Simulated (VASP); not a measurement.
A run of VASP 6.6.1 is set up as follows.

File INCAR:

```
PREC = Accurate
ENCUT = 520
EDIFF = 1E-6
ISMEAR = 0
SIGMA = 0.1
LREAL = F
LASPH = T
NELM = 100
ALGO = Normal
ISIF = 2
LWAVE = F
LCHARG = F
GGA = PE
NBANDS = 48
```

The input KPOINTS:

```
regular mesh
0
Gamma
  9 9 4
```

The input POSCAR:

```
MgGeC2
1.0
    4.8917492004      0.0000000000      0.0000000000
   -2.4458746002      4.2363790765      0.0000000000
    0.0000000000      0.0000000000     10.1147677576
Mg Ge C
3 3 6
Direct
    0.0000000000      0.5000000000      0.1666666667
    0.5000000000      0.0000000000      0.5000000000
    0.5000000000      0.5000000000      0.8333333333
    0.0000000000      0.0000000000      0.8333333333
    0.0000000000      0.0000000000      0.5000000000
    0.0000000000      0.0000000000      0.1666666667
    0.3668208463      0.0000000000      0.0000000000
    0.0000000000      0.3668208463      0.6666666667
    0.6331791537      0.6331791537      0.3333333333
    0.0000000000      0.6331791537      0.6666666667
    0.6331791537      0.0000000000      0.0000000000
    0.3668208463      0.3668208463      0.3333333333
```

Potentials or basis: VASP PAW PBE potentials, release 64 (Mg, Ge_d, C).

The run is started by

```bash
$ cat potpaw_PBE.64/Mg/POTCAR potpaw_PBE.64/Ge_d/POTCAR potpaw_PBE.64/C/POTCAR > POTCAR
$ mpirun -np 1 vasp_std > vasp.out
```

(1) Predict the largest force.

(2) What does it give for the band gap on the k mesh?

(3) Predict the pressure.

Answers

(1) 0.086 eV/Å.

(2) zero (bands 36 and 37 overlap by 0.03 eV).

(3) 0.0 GPa.
